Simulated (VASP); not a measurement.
# As (R-3m) in VASP: a series of runs, part 2 of 2

VASP 6.6.1. The steps go on from the part before.

## 3. Relaxation of shape and atoms at fixed volume, r2SCAN (26.63 Å³/atom)

This run uses another cell than the first one, of 26.63 Å³/atom.

The input, POSCAR:

```
As
1.0
    1.7761144066      1.0254401308      4.8737822262
   -1.7761144066      1.0254401308      4.8737822262
    0.0000000000     -2.0508802616      4.8737822262
As
2
Direct
    0.7872072560      0.7872072560      0.7872072560
    0.2127927440      0.2127927440      0.2127927440
```

The input, INCAR.step1:

```
  PREC = Accurate
  ENCUT = 600
  ISMEAR = 0
  SIGMA = 0.02
  LREAL = False
  LASPH = True
  NELM = 60
  GGA = PE
  ALGO = Normal
  EDIFF = 1E-4
  LWAVE = True
  LCHARG = False
```

The input, INCAR.step2:

```
  PREC = Accurate
  ENCUT = 600
  EDIFF = 1E-6
  ISMEAR = 0
  SIGMA = 0.02
  LREAL = False
  LASPH = True
  NELM = 60
  ALGO = Normal
  ISIF = 4
  LWAVE = False
  LCHARG = False
  METAGGA = R2SCAN
  LMIXTAU = True
  IBRION = 2
  NSW = 50
  EDIFFG = -0.01
  ISTART = 1
```

The input, KPOINTS:

```
regular mesh
0
Gamma
  9 9 9
```

Potentials or basis: VASP PAW PBE potentials, release 64 (As).

Launch:

```sh
> cat potpaw_PBE.64/As/POTCAR > POTCAR
> cp INCAR.step1 INCAR
> mpirun -np 1 vasp_std > vasp.out
> cp INCAR.step2 INCAR
> mpirun -np 1 vasp_std > vasp.out
```

OUTCAR:

```text
PREC = Accurate
   ENCUT = 600
   EDIFF = 1E-6
   ISMEAR = 0
   LREAL = False
   LASPH = True
   NELM = 60
   ISIF = 4
   METAGGA = R2SCAN
   IBRION = 2
   NSW = 50
   EDIFFG = -0.01
   ISTART = 1

 ion  position               nearest neighbor table
   1  0.787  0.787  0.787-   2 2.45   2 2.45   2 2.45
   2  0.213  0.213  0.213-   1 2.45   1 2.45   1 2.45

  LATTYP: Found a trigonal (rhomboedric) cell.
 ALAT       =     5.2877086754
 COS(alpha) =     0.7743492247

  Lattice vectors:

 A1 = (   1.7761144066,   1.0254401308,   4.8737822262)
 A2 = (  -1.7761144066,   1.0254401308,   4.8737822262)
 A3 = (   0.0000000000,  -2.0508802616,   4.8737822262)

Analysis of symmetry for initial positions (statically):
=====================================================================
 Subroutine PRICEL returns:
 Original cell was already a primitive cell.

 Routine SETGRP: Setting up the symmetry group for a
 trigonal (rhombohedral) supercell.

 Subroutine GETGRP returns: Found 12 space group operations
 (whereof 12 operations were pure point group operations)
 out of a pool of 12 trial point group operations.

The static configuration has the point symmetry D_3d.

Analysis of symmetry for dynamics (positions and initial velocities):
=====================================================================
 Subroutine PRICEL returns:
 Original cell was already a primitive cell.

 Routine SETGRP: Setting up the symmetry group for a
 trigonal (rhombohedral) supercell.

 Subroutine GETGRP returns: Found 12 space group operations
 (whereof 12 operations were pure point group operations)
 out of a pool of 12 trial point group operations.

The dynamic configuration has the point symmetry D_3d.

 Subroutine INISYM returns: Found 12 space group operations
 (whereof 12 operations are pure point group operations),
 and found     1 'primitive' translations

[... 130 lines left out ...]
 maximum number of plane-waves:      1795
   NGX = 21   NGY = 21   NGZ = 21

--------------------------------------- Ionic step        1  -------------------------------------------

 number of electron      10.0000000 magnetization

 Free energy of the ion-electron system (eV)
  ---------------------------------------------------
  ext. energy  EPLUGINS =         0.00000000
  ---------------------------------------------------
  free energy    TOTEN  =       -29.40242411 eV

  energy without entropy =      -29.40242411  energy(sigma->0) =      -29.40242411

------------------------ aborting loop because EDIFF is reached ----------------------------------------

  FORCE on cell =-STRESS in cart. coord.  units (eV):
  Direction    XX          YY          ZZ          XY          YZ          ZX
  --------------------------------------------------------------------------------------
  -------------------------------------------------------------------------------------
  Total        0.8255188      0.8255188      0.6925166      0.0000000      0.0000000      0.0000000
  in kB       24.8335586     24.8335586     20.8325371      0.0000000      0.0000000      0.0000000
  external PRESSURE =      23.4998847 kB  Pullay stress =       0.0000000 kB
[... 275 lines left out ...]
--------------------------------------- Ionic step        9  -------------------------------------------

 number of electron      10.0000000 magnetization

 Free energy of the ion-electron system (eV)
  ---------------------------------------------------
  ext. energy  EPLUGINS =         0.00000000
  ---------------------------------------------------
  free energy    TOTEN  =       -29.41276557 eV

  energy without entropy =      -29.41276557  energy(sigma->0) =      -29.41276557

 E-fermi :   3.5668     XC(G=0):  -9.1783

 val. band max:        3.4657013801   @ k =  -0.4444   0.4444   0.4444
 cond. band min:       3.6592225615   @ k =   0.3333   0.0000   0.0000
 fundamental gap:      0.1935211813
 Fermi energy:         3.5667501358

 k-point     1 :       0.0000    0.0000    0.0000
  band No.  band energies     occupation
      1     -11.9912      2.00000
      2      -4.4686      2.00000
      3       0.5810      2.00000
      4       2.1274      2.00000
      5       2.1274      2.00000
      6       5.1161      0.00000
      7       6.1247      0.00000
      8       6.1247      0.00000
      9      12.1702      0.00000
[... 265 lines left out ...]
 k-point    24 :       0.4444    0.4444    0.0000
  band No.  band energies     occupation
      1      -9.5242      2.00000
      2      -6.8934      2.00000
      3      -1.6019      2.00000
      4       0.1343      2.00000
      5       0.2037      2.00000
      6       4.9548      0.00000
      7       7.0958      0.00000
      8       7.6028      0.00000
      9       9.9706      0.00000

 [... further k-points ...]

------------------------ aborting loop because EDIFF is reached ----------------------------------------

  FORCE on cell =-STRESS in cart. coord.  units (eV):
  Direction    XX          YY          ZZ          XY          YZ          ZX
  --------------------------------------------------------------------------------------
  -------------------------------------------------------------------------------------
  Total        0.1682944      0.1682944      0.1756925      0.0000000     -0.0000000      0.0000000
  in kB        5.0626931      5.0626931      5.2852460      0.0000000     -0.0000000      0.0000000
  external PRESSURE =       5.1368774 kB  Pullay stress =       0.0000000 kB
[... 17 lines left out ...]
  FREE ENERGIE OF THE ION-ELECTRON SYSTEM (eV)
  ---------------------------------------------------
  free  energy   TOTEN  =       -29.4127655676 eV

  energy  without entropy=      -29.4127655676  energy(sigma->0) =      -29.41276557

 reached required accuracy - stopping structural energy minimisation
```

OUTCAR.step1:

```text
PREC = Accurate
   ENCUT = 600
   ISMEAR = 0
   LREAL = False
   LASPH = True
[... 510 lines left out ...]
      0.00000      0.00000     11.51003         0.000000      0.000000     -0.799603
      0.00000      0.00000      3.11132         0.000000     -0.000000      0.799603
 -----------------------------------------------------------------------------------
    total drift:                               -0.000000     -0.000000      0.000000

  FREE ENERGIE OF THE ION-ELECTRON SYSTEM (eV)
  ---------------------------------------------------
  free  energy   TOTEN  =        -9.2755757248 eV

  energy  without entropy=       -9.2755757174  energy(sigma->0) =       -9.27557572
```

OSZICAR.step1:

```text
N       E                     dE             d eps       ncg     rms          rms(c)
DAV:   1     0.383632457548E+02    0.38363E+02   -0.44370E+03  1530   0.100E+03
DAV:   2    -0.752574599476E+01   -0.45889E+02   -0.44343E+02  2373   0.127E+02
DAV:   3    -0.932002047441E+01   -0.17943E+01   -0.17784E+01  1846   0.313E+01
DAV:   4    -0.933249932799E+01   -0.12479E-01   -0.12474E-01  1916   0.271E+00
DAV:   5    -0.933254794519E+01   -0.48617E-04   -0.48617E-04  1769   0.157E-01    0.357E+00
DAV:   6    -0.929316787178E+01    0.39380E-01   -0.22026E-02  1620   0.937E-01    0.214E+00
DAV:   7    -0.927498679399E+01    0.18181E-01   -0.42909E-02  1574   0.136E+00    0.113E-01
DAV:   8    -0.927546376836E+01   -0.47697E-03   -0.11157E-03  1592   0.226E-01    0.321E-02
DAV:   9    -0.927556804219E+01   -0.10427E-03   -0.10625E-04  1634   0.806E-02    0.204E-02
DAV:  10    -0.927557572475E+01   -0.76826E-05   -0.11413E-05   797   0.251E-02
   1 F= -.92755757E+01 E0= -.92755757E+01  d E =-.736816E-08
```

It took 13 min on 1 thread of Intel Xeon 6975P-C (Granite Rapids), shared host; peak memory 0.31 GiB.

Results:

```yaml
Free_energy: -29.4128 eV
Energy_gained_by_relaxing: 5.2 meV/atom
Ionic_steps: 9
Pressure_after_relaxing: 0.5 GPa
```

Step by step:
| step | energy change (eV) | largest force (eV/Å) | pressure (GPa) | volume (Å³) |
| --- | --- | --- | --- | --- |
| 1 | 0.0000 | 0.3891 | 2.35 | 53.26 |
| 2 | -0.0057 | 0.1155 | 1.15 | 53.26 |
| 3 | -0.0060 | 0.0237 | 1.37 | 53.26 |
| 4 | -0.0084 | 0.0096 | 1.09 | 53.26 |
| 5 | -0.0103 | 0.0155 | 0.58 | 53.26 |
| 6 | -0.0103 | 0.0164 | 0.57 | 53.26 |
| 7 | -0.0103 | 0.0171 | 0.55 | 53.26 |
| 8 | -0.0103 | 0.0166 | 0.46 | 53.26 |
| 9 | -0.0103 | 0.0007 | 0.51 | 53.26 |

Final structure:
```
As
1.0
     1.79737    1.03771    4.75916
    -1.79737    1.03771    4.75916
     0.00000   -2.07543    4.75916
As
2
Cartesian
  0.0000 0.0000 11.2160
  0.0000 0.0000 3.0615
```

Caveat: the PAW data sets were made with another functional, which shifts forces and pressure a little.

## 4. Relaxation of shape and atoms at fixed volume, r2SCAN (27.48 Å³/atom)

This run uses another cell than the first one, of 27.48 Å³/atom.

The input, POSCAR:

```
As
1.0
    1.7761685584      1.0254713953      5.0290218039
   -1.7761685584      1.0254713953      5.0290218039
    0.0000000000     -2.0509427907      5.0290218039
As
2
Direct
    0.7885552421      0.7885552421      0.7885552421
    0.2114447579      0.2114447579      0.2114447579
```

The input, INCAR.step1:

```
PREC = Accurate ; ENCUT = 600
ISMEAR = 0 ; SIGMA = 0.02
LREAL = F ; LASPH = T
NELM = 100 ; GGA = PE
ALGO = Normal ; EDIFF = 1E-4
LWAVE = T ; LCHARG = F
```

The input, INCAR.step2:

```
PREC = Accurate ; ENCUT = 600
EDIFF = 1E-6 ; ISMEAR = 0
SIGMA = 0.02 ; LREAL = F
LASPH = T ; NELM = 100
ALGO = Normal ; ISIF = 4
LWAVE = F ; LCHARG = F
METAGGA = R2SCAN ; LMIXTAU = T
IBRION = 2 ; NSW = 50
EDIFFG = -0.01 ; ISTART = 1
```

KPOINTS is that of step 3.

Launch:

```sh
> cat potpaw_PBE.64/As/POTCAR > POTCAR
> cp INCAR.step1 INCAR
> mpirun -np 1 vasp_std > vasp.out
> cp INCAR.step2 INCAR
> mpirun -np 1 vasp_std > vasp.out
```

Run time: 14 min. Hardware: 1 thread of Intel Xeon 6975P-C (Granite Rapids), shared host; peak memory 0.37 GiB.

It converged, with:

* Free energy: -29.4169 eV
* Energy gained by relaxing: 4.9 meV/atom
* Ionic steps: 8
* Pressure after relaxing: 0.2 GPa

The path:
| step | energy change (eV) | largest force (eV/Å) | pressure (GPa) | volume (Å³) |
| --- | --- | --- | --- | --- |
| 1 | 0.0000 | 0.3820 | 1.95 | 54.96 |
| 2 | -0.0055 | 0.1123 | 0.80 | 54.96 |
| 3 | -0.0058 | 0.0226 | 1.00 | 54.96 |
| 4 | -0.0082 | 0.0091 | 0.73 | 54.96 |
| 5 | -0.0097 | 0.0140 | 0.28 | 54.96 |
| 6 | -0.0097 | 0.0148 | 0.27 | 54.96 |
| 7 | -0.0097 | 0.0129 | 0.20 | 54.96 |
| 8 | -0.0097 | 0.0004 | 0.23 | 54.96 |

Final structure:
```yaml
crystal:
  lattice:
    - [1.79534, 1.03654, 4.92219]
    - [-1.79534, 1.03654, 4.92219]
    - [0.00000, -2.07308, 4.92219]
  atoms:
    - { symbol: As, position: [0.78703, 0.78703, 0.78703] }
    - { symbol: As, position: [0.21297, 0.21297, 0.21297] }
```

Levels at points of the mesh, in eV from the Fermi level:
```csv
k point,band 2,band 3,band 4,band 5,band 6,band 7,band 8,band 9
"(0.00, 0.00, 0.00)",-8.00,-2.72,-1.25,-1.25,1.69,2.70,2.70,8.52
```

Caveat: the PAW data sets were made with another functional, which shifts forces and pressure a little.

## 5. The runs side by side

```tsv
task	cell	k mesh	cutoff (eV)	smearing	pressure (GPa)
single point	a = 5.487 Å, angles 38.2°, 2 atoms, atomic positions A	15 × 15 × 15	520	gaussian 0.1 eV	0.1
relaxation of shape and atoms at fixed volume	relaxed from a = 5.288 Å, angles 39.3°, 2 atoms, atomic positions B	9 × 9 × 9	600	gaussian 0.02 eV	0.5
relaxation of shape and atoms at fixed volume	relaxed from a = 5.431 Å, angles 38.2°, 2 atoms, atomic positions A	9 × 9 × 9	600	gaussian 0.02 eV	0.2
```

Alike in all rows: level r2SCAN; potentials or basis VASP PAW PBE potentials, release 64 (As); no spin polarisation.

Caveats: the PAW data sets were made with another functional, which shifts forces and pressure a little.

Total energies depend on the potentials used, so only differences within one code and one set of settings carry meaning.
